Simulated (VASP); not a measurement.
Set up this calculation in VASP 6.6.1, as the native input.

```yaml
Task: single point
Functional: r2SCAN
Potentials_or_basis: VASP PAW PBE potentials, release 64 (B, As)
Cutoff: 520 eV
k_mesh: 6 × 6 × 6
Occupations: gaussian, width 0.02 eV
Spin: no spin polarisation
Dipole_correction: no
Further_INCAR_settings: ALGO = Normal; EDIFF = 1e-06; NBANDS = 36
```

The system is B6As.

```
B As
1.0
     3.12103    1.80193    4.05653
    -3.12103    1.80193    4.05653
     0.00000   -3.60386    4.05653
B As
12 2
Cartesian
  0.0000 -1.1194 1.4282
  -0.9694 0.5597 1.4282
  1.7185 -0.9922 7.7742
  0.0000 1.9844 7.7742
  -1.7185 -0.9922 7.7742
  1.7185 0.9922 4.3954
  -1.7185 0.9922 4.3954
  0.0000 -1.9844 4.3954
  0.9694 -0.5597 10.7414
  0.0000 1.1194 10.7414
  -0.9694 -0.5597 10.7414
  0.9694 0.5597 1.4282
  0.0000 0.0000 7.3024
  0.0000 0.0000 4.8672
```

These files were run (other wordings do the same):

POSCAR

```
B6As
1.0
    3.1210320011      1.8019286660      4.0565295706
   -3.1210320011      1.8019286660      4.0565295706
    0.0000000000     -3.6038573320      4.0565295706
B As
12 2
Direct
    0.0138243008      0.0138243008      0.3244266208
    0.0138243008      0.3244266208      0.0138243008
    0.8223628415      0.2717414181      0.8223628415
    0.8223628415      0.8223628415      0.2717414181
    0.2717414181      0.8223628415      0.8223628415
    0.7282585819      0.1776371585      0.1776371585
    0.1776371585      0.7282585819      0.1776371585
    0.1776371585      0.1776371585      0.7282585819
    0.9861756992      0.6755733792      0.9861756992
    0.9861756992      0.9861756992      0.6755733792
    0.6755733792      0.9861756992      0.9861756992
    0.3244266208      0.0138243008      0.0138243008
    0.6000495787      0.6000495787      0.6000495787
    0.3999504213      0.3999504213      0.3999504213
```

INCAR.step1

```
PREC     = Accurate       # precision mode
ENCUT    = 520            # plane-wave cutoff, eV
ISMEAR   = 0              # smearing method
SIGMA    = 0.02           # smearing width, eV
LREAL    = False          # projectors in reciprocal space
LASPH    = True           # aspherical terms in the spheres
NELM     = 100            # most SCF steps
NBANDS   = 36             # bands
GGA      = PE             # functional
ALGO     = Normal         # electronic algorithm
EDIFF    = 1E-4           # SCF threshold, eV
LWAVE    = True           # write WAVECAR
LCHARG   = False          # write CHGCAR
```

INCAR.step2

```
PREC     = Accurate       # precision mode
ENCUT    = 520            # plane-wave cutoff, eV
EDIFF    = 1E-6           # SCF threshold, eV
ISMEAR   = 0              # smearing method
SIGMA    = 0.02           # smearing width, eV
LREAL    = False          # projectors in reciprocal space
LASPH    = True           # aspherical terms in the spheres
NELM     = 100            # most SCF steps
ALGO     = Normal         # electronic algorithm
ISIF     = 2              # what is computed and relaxed
LWAVE    = False          # write WAVECAR
LCHARG   = False          # write CHGCAR
METAGGA  = R2SCAN         # meta-GGA
LMIXTAU  = True         
NBANDS   = 36             # bands
ISTART   = 1
```

KPOINTS

```
Automatic mesh
0
Gamma
  6 6 6
```

Potentials or basis: VASP PAW PBE potentials, release 64 (B, As).

Run with:

```bash
$ cat potpaw_PBE.64/B/POTCAR potpaw_PBE.64/As/POTCAR > POTCAR
$ cp INCAR.step1 INCAR
$ mpirun -np 1 vasp_std > vasp.out
$ cp INCAR.step2 INCAR
$ mpirun -np 1 vasp_std > vasp.out
```

Results of the run:

```json
{
 "Pressure": "-9.8 GPa",
 "Largest force": "0.011 eV/Å",
 "Band gap on the k mesh": "2.57 eV"
}
```

Caveat: the cell stands under tension; the PAW data sets were made with another functional, which shifts forces and pressure a little.

It took 6.8 min on 1 thread of AMD EPYC 9R14 (Zen 4), with other jobs on the host, peak memory 0.29 GiB.
